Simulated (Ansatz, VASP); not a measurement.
One calculation of Sn2Ir, two programs

The input INCAR:

```
SYSTEM = Sn2Ir
ALGO = Normal
EDIFF = 1E-6
ENCUT = 520
ISIF = 2
ISMEAR = -1
LASPH = .TRUE.
LCHARG = .FALSE.
LREAL = .FALSE.
LWAVE = .FALSE.
NBANDS = 26
NELM = 60
PREC = Accurate
SIGMA = 0.03
```

File KPOINTS:

```
k-points
0
G
  10 10 10
  0 0 0
```

File POSCAR:

```
Sn2Ir
1.0
    0.0000000000      3.1690000000      3.1373100000
    3.1690000000      0.0000000000      3.1373100000
    3.1690000000      3.1690000000      0.0000000000
Sn Ir
2 1
Direct
    0.2500000000      0.2500000000      0.2500000000
    0.7500000000      0.7500000000      0.7500000000
    0.0000000000      0.0000000000      0.0000000000
```

Input for Ansatz:

```yaml
crystal:
  lattice:
    - [0.0, 3.169, 3.13731]
    - [3.169, 0.0, 3.13731]
    - [3.169, 3.169, 0.0]
  atoms:
    - { symbol: Sn, position: [0.25, 0.25, 0.25] }
    - { symbol: Sn, position: [0.75, 0.75, 0.75] }
    - { symbol: Ir, position: [0.0, 0.0, 0.0] }
kpoints:
  mp_grid: { grid: [10, 10, 10] }
  band_path:
    path:
      - [0.0, 0.0, 0.0]
      - [0.0, 0.5, 0.5]
      - [0.25, 0.75, 0.5]
      - [0.0, 0.5, 0.0]
      - [0.0, 0.0, 0.0]
      - [0.5, 0.5, 0.0]
      - [0.3775380063, 0.6224619937, 0.0]
      - [-0.3775380063, 0.3775380063, 0.0]
      - [0.0, 0.0, 0.0]
    npoints: 5
scf:
  occupations: { method: fermi_dirac, width: 0.03 }
hamiltonian:
  xc: lda
  pseudopotentials: { kind: all_electron, lapw: { basis_error: 0.001 } }
output:
  forces: true
  stress: true
  eigenvalues: true
```

Change from the starting cell: zz strain of -1 %.

Alike in both runs: task single point; functional LDA; k mesh 10 × 10 × 10; occupations fermi-dirac, width 0.03 eV; no spin polarisation.

```csv
,VASP,Ansatz
version,VASP 6.6.1,Ansatz 0.2.0
potentials or method,"VASP PAW LDA potentials, release 64 (Sn_d, Ir), cutoff 520 eV","all-electron LAPW, scalar-relativistic"
```

VASP gave:

| Quantity | Value |
| --- | --- |
| pressure (GPa) | -0.5 |
| traceless stress, the component that is largest in VASP (GPa) | 0.46 |

Task: What did Ansatz give for the same quantities?

Result: Pressure (GPa): -0.9; traceless stress, the component that is largest in VASP (GPa): 0.47.

LDA's correlation is that of Perdew and Zunger in VASP and of Perdew and Wang (1992) in Ansatz. Ansatz ran all-electron here, and VASP with PAW potentials.

Spin-orbit coupling is off throughout.
